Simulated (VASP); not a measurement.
Ta4N, 5 atoms in the cell. The structure is cubic, space group Pm-3m (No. 221). The conventional cell has a = 4.291 Å, b = 4.291 Å, c = 4.291 Å, α = 90.00°, β = 90.00°, γ = 90.00°. Within 4.0 Å of Ta (site symmetry m-3m) lie 12 Ta at 3.03 Å and 8 N at 3.72 Å. Within 2.8 Å of Ta (site symmetry 4/mmm) lie 2 N at 2.15 Å. Within 2.8 Å of N (site symmetry m-3m) lie 6 Ta at 2.15 Å. 

| Item | Value |
| --- | --- |
| Program | VASP 6.6.1 |
| Task | single point |
| Functional | PBE |
| Potentials or basis | VASP PAW PBE potentials, release 64 (Ta_pv, N) |
| Cutoff | 520 eV |
| k mesh | 4 × 4 × 4 |
| Occupations | gaussian, width 0.1 eV |
| Spin | no spin polarisation |
| Dipole correction | no |
| Further INCAR settings | ALGO = Normal; EDIFF = 1e-07; NBANDS = 32 |

Potentials or basis: VASP PAW PBE potentials, release 64 (Ta_pv, N).

Run with:

```sh
$ cat potpaw_PBE.64/Ta_pv/POTCAR potpaw_PBE.64/N/POTCAR > POTCAR
$ mpirun -np 1 vasp_std > vasp.out
```

Hardware: 1 thread of AMD EPYC 7R43 64-Core Processor (Zen 3) (shared host).

Problem. How long does it take, and how much memory?

Solution. It took 29 s on 1 thread of AMD EPYC 7R43 64-Core Processor (Zen 3), on a shared host, peak memory 0.15 GiB. Counts: scf iterations 15, k points 10.
